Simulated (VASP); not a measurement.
# Pt (Fm-3m) in VASP: single point with LDA

Aim: the single point of Pt with LDA.

Everything below comes from runs of VASP 6.6.1. Logs are shortened: lines on timing, memory, paths and dates and some standing lists are left out, and cuts for length are marked.

## 1. The cell of the first run

It takes space group Fm-3m (No. 225, cubic). Conventional cell: a = 3.894 Å, b = 3.894 Å, c = 3.894 Å, α = 90.00°, β = 90.00°, γ = 90.00°. Pt (site symmetry m-3m) has 12 Pt at 2.75 Å within 3.6 Å.

## 2. Single point, LDA

The input, INCAR:

```
  PREC = Accurate
  ENCUT = 520
  EDIFF = 1E-6
  ISMEAR = -1
  SIGMA = 0.13605693000000002
  LREAL = F
  LASPH = T
  NELM = 100
  ALGO = Normal
  ISIF = 2
  LWAVE = F
  LCHARG = T
  GGA = CA
  LELF = T
  LVHAR = T
  NBANDS = 11
```

The input, KPOINTS:

```
Automatic mesh
0
Gamma
  14 14 14
```

The input, POSCAR:

```
Pt
1.0
    0.0000000000      1.9470698926      1.9470698926
    1.9470698926      0.0000000000      1.9470698926
    1.9470698926      1.9470698926      0.0000000000
Pt
1
Direct
    0.0000000000      0.0000000000      0.0000000000
```

Potentials or basis: VASP PAW LDA potentials, release 64 (Pt).

Launch:

```console
cat potpaw_LDA.64/Pt/POTCAR > POTCAR
mpirun -np 1 vasp_std > vasp.out
```

OUTCAR:

```text
PREC = Accurate
   ENCUT = 520
   EDIFF = 1E-6
   ISMEAR = -1
   LREAL = F
   LASPH = T
   NELM = 100
   ISIF = 2
   GGA = CA

 ion  position               nearest neighbor table
   1  0.000  0.000  0.000-

  LATTYP: Found a face centered cubic cell.
 ALAT       =     3.8941397852

  Lattice vectors:

 A1 = (   0.0000000000,   1.9470698926,   1.9470698926)
 A2 = (   1.9470698926,   0.0000000000,   1.9470698926)
 A3 = (   1.9470698926,   1.9470698926,   0.0000000000)

Analysis of symmetry for initial positions (statically):
=====================================================================
 Subroutine PRICEL returns:
 Original cell was already a primitive cell.

 Routine SETGRP: Setting up the symmetry group for a
 face centered cubic supercell.

 Subroutine GETGRP returns: Found 48 space group operations
 (whereof 48 operations were pure point group operations)
 out of a pool of 48 trial point group operations.

The static configuration has the point symmetry O_h .

Analysis of symmetry for dynamics (positions and initial velocities):
=====================================================================
 Subroutine PRICEL returns:
 Original cell was already a primitive cell.

 Routine SETGRP: Setting up the symmetry group for a
 face centered cubic supercell.

 Subroutine GETGRP returns: Found 48 space group operations
 (whereof 48 operations were pure point group operations)
 out of a pool of 48 trial point group operations.

The dynamic configuration has the point symmetry O_h .

 Subroutine INISYM returns: Found 48 space group operations
 (whereof 48 operations are pure point group operations),
 and found     1 'primitive' translations

----------------------------------------------------------------------------------------

                                     Primitive cell

  volume of cell :      14.7630

  direct lattice vectors                    reciprocal lattice vectors
     0.000000000  1.947069893  1.947069893    -0.256796123  0.256796123  0.256796123
     1.947069893  0.000000000  1.947069893     0.256796123 -0.256796123  0.256796123
     1.947069893  1.947069893  0.000000000     0.256796123  0.256796123 -0.256796123

  length of vectors
     2.753572649  2.753572649  2.753572649     0.444783933  0.444783933  0.444783933

  position of ions in fractional coordinates (direct lattice)
     0.000000000  0.000000000  0.000000000

  ion indices of the primitive-cell ions
   primitive index   ion index
                 1           1

----------------------------------------------------------------------------------------

 KPOINTS: Automatic mesh

Automatic generation of k-mesh.
 Grid dimensions read from file:
 generate k-points for:   14   14   14

 Generating k-lattice:

  Cartesian coordinates                     Fractional coordinates (reciprocal lattice)
    -0.018342580  0.018342580  0.018342580     0.071428571  0.000000000  0.000000000
     0.018342580 -0.018342580  0.018342580     0.000000000  0.071428571  0.000000000
     0.018342580  0.018342580 -0.018342580     0.000000000  0.000000000  0.071428571

  Length of vectors
     0.031770281  0.031770281  0.031770281

  Shift w.r.t. Gamma in fractional coordinates (k-lattice)
     0.000000000  0.000000000  0.000000000

 Subroutine IBZKPT returns following result:
 ===========================================

 Found    104 irreducible k-points:

 Following reciprocal coordinates:
            Coordinates               Weight
  0.000000  0.000000  0.000000      1.000000
  0.071429  0.000000  0.000000      8.000000
  0.142857  0.000000  0.000000      8.000000
  0.214286  0.000000  0.000000      8.000000
  0.285714  0.000000  0.000000      8.000000
  0.357143  0.000000  0.000000      8.000000
[... 16 lines left out ...]
  0.214286  0.142857  0.000000     24.000000
  0.285714  0.142857  0.000000     24.000000
 [... further k-points ...]
   k-points           NKPTS =    104   k-points in BZ     NKDIM =    104   number of bands    NBANDS=     11
   number of dos      NEDOS =    301   number of ions     NIONS =      1
   total plane-waves  NPLWV =   8000
   dimension x,y,z NGX =    20 NGY =   20 NGZ =   20
   dimension x,y,z NGXF=    40 NGYF=   40 NGZF=   40
   ions per type =               1
   NGX,Y,Z   is equivalent  to a cutoff of  12.07, 12.07, 12.07 a.u.
   NGXF,Y,Z  is equivalent  to a cutoff of  24.15, 24.15, 24.15 a.u.
 SYSTEM =  unknown system
   PREC   = accura    normal or accurate (medium, high low for compatibility)
   ISTART =      0    job   : 0-new  1-cont  2-samecut
   ICHARG =      2    charge: 1-file 2-atom 10-const
   ISPIN  =      1    spin polarized calculation?
   LNONCOLLINEAR =      F non collinear calculations
   LSORBIT =      F    spin-orbit coupling
   LASPH  =      T    aspherical Exc in radial PAW
   ENCUT  =  520.0 eV  38.22 Ry    6.18 a.u.   5.12  5.12  5.12*2*pi/ulx,y,z
   NELM   =    100;   NELMIN=  2; NELMDL= -5     # of ELM steps
   EDIFF  = 0.1E-05   stopping-criterion for ELM
   LREAL  =      F    real-space projection
   EDIFFG = 0.1E-04   stopping-criterion for IOM
   NSW    =      0    number of steps for IOM
   IBRION =     -1    ionic relax: 0-MD 1-quasi-New 2-CG
   NFREE  =      0    steps in history (QN), initial steepest desc. (CG)
   ISIF   =      2    stress and relaxation
   ISYM   =      2    0-nonsym 1-usesym 2-fastsym
   POTIM  = 0.5000    time-step for ionic-motion
   TEBEG  =    0.0;   TEEND  =   0.0 temperature during run
   PSTRESS=    0.0 pullay stress
   NELECT =      10.0000    total number of electrons
   NUPDOWN=      -1.0000    fix difference up-down
   EMIN   =  10.00;   EMAX   =-10.00  energy-range for DOS
   EFERMI =   0.00;   METHOD = LEGACY
   ISMEAR =    -1;   SIGMA  =   0.14  broadening in eV -4-tet -1-fermi 0-gaus
   EFERMI_NEDOS =   21; number of points for ismear=-14 and -15
   IALGO  =     38    algorithm
   IMIX   =      4    mixing-type and parameters
     AMIX     =   0.40;   BMIX     =  1.00
     AMIX_MAG =   1.60;   BMIX_MAG =  1.00
  volume/ion in A,a.u.               =      14.76        99.63
  Fermi-wavevector in a.u.,A,eV,Ry     =   1.437750  2.716953 28.124933  2.067124
  Thomas-Fermi vector in A             =   2.556793
   LORBIT       =      0    0 simple, 1 ext, 2 COOP (PROOUT), +10 PAW based schemes
   GGA     = CA    functional components
   LHFCALC =     F    Hartree Fock is set to
   AEXX    =    0.0000 exact exchange contribution
   IVDW    =     0    specifies the selected vdW correction
   LEPSILON=     F    determine dielectric tensor
   LRPA    =     F    only Hartree local field effects (RPA)
 non-spin polarized calculation
  energy-cutoff  :      520.00
  volume of cell :       14.76
 maximum number of plane-waves:       411
   NGX = 11   NGY = 11   NGZ = 11

 number of electron      10.0000000 magnetization

 Free energy of the ion-electron system (eV)
  ---------------------------------------------------
  ext. energy  EPLUGINS =         0.00000000
  ---------------------------------------------------
  free energy    TOTEN  =        -7.55983968 eV

  energy without entropy =       -7.47326148  energy(sigma->0) =       -7.51655058

 E-fermi :  11.5790     XC(G=0): -13.8110

 val. band max:       11.5720824054   @ k =   0.4286   0.1429   0.0000
 cond. band min:      11.5935678186   @ k =   0.5000   0.5000   0.0000
 fundamental gap:      0.0214854133
 Fermi energy:        11.5789546117

 k-point     1 :       0.0000    0.0000    0.0000
  band No.  band energies     occupation
      1       1.0723      2.00000
      2       7.6104      2.00000
      3       7.6104      2.00000
      4       7.6104      2.00000
      5       9.8800      1.99999
      6       9.8800      1.99999
      7      26.1177      0.00000
      8      31.1594      0.00000
      9      31.1594      0.00000
     10      31.1594      0.00000
     11      36.6899      0.00000

 k-point     2 :       0.0714    0.0000    0.0000
  band No.  band energies     occupation
      1       1.2818      2.00000
      2       7.5161      2.00000
      3       7.6941      2.00000
      4       7.6941      2.00000
      5       9.8327      1.99999
      6       9.8327      1.99999
      7      26.4494      0.00000
      8      30.1441      0.00000
      9      31.4883      0.00000
     10      31.4883      0.00000
     11      37.8121      0.00000

 k-point     3 :       0.1429    0.0000    0.0000
  band No.  band energies     occupation
      1       1.8762      2.00000
      2       7.3020      2.00000
      3       7.8895      2.00000
      4       7.8895      2.00000
      5       9.7615      2.00000
      6       9.7615      2.00000
      7      27.2886      0.00000
      8      28.2214      0.00000
      9      32.4263      0.00000
     10      32.4263      0.00000
     11      37.5708      0.00000

 k-point     4 :       0.2143    0.0000    0.0000
  band No.  band energies     occupation
      1       2.7233      2.00000
      2       7.1743      2.00000
      3       8.0181      2.00000
      4       8.0181      2.00000
      5       9.8722      1.99999
      6       9.8722      1.99999
      7      26.1031      0.00000
      8      28.0113      0.00000
      9      33.7921      0.00000
     10      33.7921      0.00000
     11      35.5024      0.00000

 k-point     5 :       0.2857    0.0000    0.0000
  band No.  band energies     occupation
      1       3.5108      2.00000
      2       7.4975      2.00000
      3       7.9409      2.00000
      4       7.9409      2.00000
      5      10.3066      1.99983
      6      10.3066      1.99983
      7      23.7535      0.00000
      8      27.6278      0.00000
      9      34.2753      0.00000
     10      34.2753      0.00000
     11      35.5806      0.00000

 k-point     6 :       0.3571    0.0000    0.0000
  band No.  band energies     occupation
      1       3.8979      2.00000
      2       7.7604      2.00000
      3       7.7604      2.00000
      4       8.5851      2.00000
      5      10.9064      1.98584
      6      10.9064      1.98584
      7      21.1530      0.00000
      8      26.6379      0.00000
      9      32.4959      0.00000
     10      32.4959      0.00000
     11      37.5609      0.00000

 k-point     7 :       0.4286    0.0000    0.0000
  band No.  band energies     occupation
      1       3.9743      2.00000
      2       7.6096      2.00000
      3       7.6096      2.00000
      4      10.1165      1.99996
      5      11.4141      1.54127
      6      11.4141      1.54127
      7      18.7279      0.00000
      8      25.9302      0.00000
      9      31.1019      0.00000
     10      31.1019      0.00000
     11      39.6870      0.00000

 k-point     8 :       0.5000    0.0000    0.0000
  band No.  band energies     occupation
      1       3.9736      2.00000
      2       7.5533      2.00000
      3       7.5533      2.00000
      4      10.9906      1.97385
      5      11.6136      0.87326
      6      11.6136      0.87326
      7      17.5579      0.00000
      8      25.6904      0.00000
      9      30.5991      0.00000
     10      30.5991      0.00000
     11      40.3936      0.00000
[... 141 lines left out ...]
 k-point    19 :      -0.2143    0.0714    0.0000
  band No.  band energies     occupation
      1       3.1907      2.00000
      2       7.0379      2.00000
      3       8.0232      2.00000
      4       8.1469      2.00000
      5       9.5533      2.00000
      6      10.4824      1.99937
      7      25.4772      0.00000
      8      28.2368      0.00000
      9      32.3610      0.00000
     10      33.7479      0.00000
     11      35.6117      0.00000

 k-point    20 :      -0.1429    0.0714    0.0000
  band No.  band energies     occupation
      1       2.3161      2.00000
      2       7.1072      2.00000
      3       8.0321      2.00000
      4       8.0455      2.00000
      5       9.4330      2.00000
      6      10.0785      1.99997
      7      27.5713      0.00000
      8      27.8425      0.00000
      9      31.6698      0.00000
     10      33.7807      0.00000
     11      35.7310      0.00000

 k-point    21 :      -0.0714    0.0714    0.0000
  band No.  band energies     occupation
      1       1.6217      2.00000
      2       7.3450      2.00000
      3       7.8123      2.00000
      4       7.8628      2.00000
      5       9.6211      2.00000
      6       9.9250      1.99999
      7      26.9635      0.00000
      8      29.2508      0.00000
      9      31.2729      0.00000
     10      32.3603      0.00000
     11      38.3377      0.00000

 k-point    22 :       0.1429    0.1429    0.0000
  band No.  band energies     occupation
      1       2.1523      2.00000
      2       6.9306      2.00000
      3       8.1921      2.00000
      4       8.1921      2.00000
      5       9.1285      2.00000
      6      10.1708      1.99994
      7      27.8186      0.00000
      8      29.5730      0.00000
      9      31.1094      0.00000
     10      31.1094      0.00000
     11      39.0999      0.00000

 k-point    23 :       0.2143    0.1429    0.0000
  band No.  band energies     occupation
      1       2.8141      2.00000
      2       6.6466      2.00000
      3       8.3188      2.00000
      4       8.4645      2.00000
      5       9.0687      2.00000
      6      10.3390      1.99978
      7      28.1732      0.00000
      8      28.7148      0.00000
      9      30.9352      0.00000
     10      31.6191      0.00000
     11      36.6009      0.00000

 k-point    24 :       0.2857    0.1429    0.0000
  band No.  band energies     occupation
      1       3.6523      2.00000
      2       6.5051      2.00000
      3       7.9757      2.00000
      4       8.5754      2.00000
      5       9.7481      2.00000
      6      10.6765      1.99737
      7      25.9275      0.00000
      8      28.9725      0.00000
      9      30.6473      0.00000
     10      31.9549      0.00000
     11      36.0946      0.00000

 [... further k-points ...]
[... 5 lines left out ...]
  --------------------------------------------------------------------------------------
  -------------------------------------------------------------------------------------
  Total        0.1164557      0.1164557      0.1164557      0.0000000      0.0000000     -0.0000000
  in kB       12.6385298     12.6385298     12.6385298      0.0000000      0.0000000     -0.0000000
  external PRESSURE =      12.6385298 kB  Pullay stress =       0.0000000 kB

 VOLUME and BASIS-vectors are now :
 -----------------------------------------------------------------------------
  energy-cutoff  :      520.00
  volume of cell :       14.76
      direct lattice vectors                 reciprocal lattice vectors
     0.000000000  1.947069893  1.947069893    -0.256796123  0.256796123  0.256796123
     1.947069893  0.000000000  1.947069893     0.256796123 -0.256796123  0.256796123
     1.947069893  1.947069893  0.000000000     0.256796123  0.256796123 -0.256796123

 POSITION                                       TOTAL-FORCE (eV/Angst)
 -----------------------------------------------------------------------------------
      0.00000      0.00000      0.00000         0.000000     -0.000000     -0.000000
 -----------------------------------------------------------------------------------
    total drift:                                0.000000      0.000000      0.000000

  FREE ENERGIE OF THE ION-ELECTRON SYSTEM (eV)
  ---------------------------------------------------
  free  energy   TOTEN  =        -7.5598396772 eV

  energy  without entropy=       -7.4732614834  energy(sigma->0) =       -7.51655058
```

It took 5.2 s on 1 thread of Intel Xeon 6975P-C (Granite Rapids), shared host; peak memory 0.12 GiB.

What came out:

```
Free energy            : -7.5598 eV
Pressure               : 1.3 GPa
Band gap on the k mesh : zero (band 5 reaches 12.08 eV, above the bottom of band 6 at 9.76 eV)
```

Levels at points of the mesh, in eV from the Fermi level:
```csv
k point,band 1,band 2,band 3,band 4,band 5,band 6,band 7,band 8,band 9,band 10
"(0.00, 0.00, 0.00)",-10.51,-3.97,-3.97,-3.97,-1.70,-1.70,14.54,19.58,19.58,19.58
"(0.50, 0.00, 0.00)",-7.61,-4.03,-4.03,-0.59,0.03,0.03,5.98,14.11,19.02,19.02
"(0.50, 0.50, 0.00)",-7.36,-6.90,0.01,0.50,0.50,1.70,9.09,11.39,11.39,20.45
```

Caveat: spin-orbit coupling is left out, which moves the levels of the heavy elements.
